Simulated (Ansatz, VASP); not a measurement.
# One calculation of GaAs, two programs

```xyz
2
Lattice="0.0000 2.8268 2.8268 2.8268 0.0000 2.8268 2.8268 2.8268 0.0000" Properties=species:S:1:pos:R:3 pbc="T T T"
Ga    0.0000    0.0000    0.0000
As    4.2403    4.2403    4.2403
```

Alike in both runs: task electric field gradients; functional PBEsol; k mesh 11 × 11 × 11; occupations fermi-dirac, width 0.05 eV; no spin polarisation.

|  | VASP | Ansatz |
| --- | --- | --- |
| version | VASP 6.6.1 | Ansatz 0.2.0 |
| potentials or method | VASP PAW PBE potentials, release 64 (Ga_d, As) | PAW with Ansatz's default frozen-core files, scalar-relativistic |
| plane-wave cutoff (eV) | 520 | 420 |
| valence electrons in the cell | 18 | 28 |

|  | VASP | Ansatz | Ansatz less VASP |
| --- | --- | --- | --- |
| pressure (GPa) | 0.4 | 0.2 | -0.16 |

VASP's potentials were made for PBE, not for PBEsol. The functional is the same, so the differences come from potentials, cutoffs and numerics. VASP's potentials hold 18 valence electrons a cell and Ansatz's 28, so a difference there can come from the potentials and not from the codes.
